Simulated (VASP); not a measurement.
Input of a VASP 6.6.1 run:

INCAR

```
SYSTEM = MgO
PREC = Accurate
ENCUT = 520
EDIFF = 1E-7
ISMEAR = 0
SIGMA = 0.05
LREAL = .FALSE.
LASPH = .TRUE.
NELM = 60
ALGO = Normal
ISIF = 2
LWAVE = .FALSE.
LCHARG = .FALSE.
GGA = PE
NBANDS = 16
```

File KPOINTS:

```
Automatic mesh
0
G
  6 6 6
  0 0 0
```

The input POSCAR:

```
MgO
1.0
    3.4340821948      0.0000000000      0.0000000000
   -1.7170410974      2.9740024193      0.0000000000
    0.0000000000      0.0000000000      4.1153706017
Mg O
2 2
Direct
    0.6666666667      0.3333333333      0.7500000000
    0.3333333333      0.6666666667      0.2500000000
    0.6666666667      0.3333333333      0.2500000000
    0.3333333333      0.6666666667      0.7500000000
```

Potentials or basis: VASP PAW PBE potentials, release 64 (Mg, O).

Run with:

```sh
$ cat potpaw_PBE.64/Mg/POTCAR potpaw_PBE.64/O/POTCAR > POTCAR
$ mpirun -np 1 vasp_std > vasp.out
```

Task: Estimate the band gap on the k mesh.

Result: 3.67 eV, direct.

Task: Estimate the pressure.

Result: 11.1 GPa.

Stress tensor (GPa, compression positive):
```
10.63  0.00  0.00
 0.00 10.63  0.00
 0.00  0.00 12.16
```

Caveat: the cell differs from its parent crystal (strain -0.015 along x and y, -0.015 along z).
